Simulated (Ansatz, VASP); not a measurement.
HfB2: VASP beside Ansatz

```
CELL_PARAMETERS angstrom
3.12950 0.00000 0.00000
-1.56475 2.71023 0.00000
0.00000 0.00000 3.46836
ATOMIC_POSITIONS crystal
Hf 0.00000 0.00000 0.00000
B 0.33333 0.66667 0.50000
B 0.66667 0.33333 0.50000
```

Change from the starting cell: volume scaled by 0.99, crystal datasets.

Alike in both runs: task electric field gradients; functional PBEsol; k mesh 13 × 13 × 11; occupations fermi-dirac, width 0.05 eV; no spin polarisation.

|  | VASP | Ansatz |
| --- | --- | --- |
| version | VASP 6.6.1 | Ansatz 0.2.0 |
| potentials or method | VASP PAW PBE potentials, release 64 (Hf_pv, B), cutoff 520 eV | all-electron PAW with datasets made for the crystal, scalar-relativistic |

```tsv
	VASP	Ansatz	Ansatz less VASP
pressure (GPa)	-1.9	-1.8	+0.14
traceless stress, the component that is largest in VASP (GPa)	-0.97	-1.10	-0.135
size of Vzz on the site where it differs most (V/Å²)	80.5	114.1	+33.52
```

VASP's potentials were made for PBE, not for PBEsol. Ansatz ran all-electron here, and VASP with PAW potentials.

Neither program's run includes spin-orbit coupling.
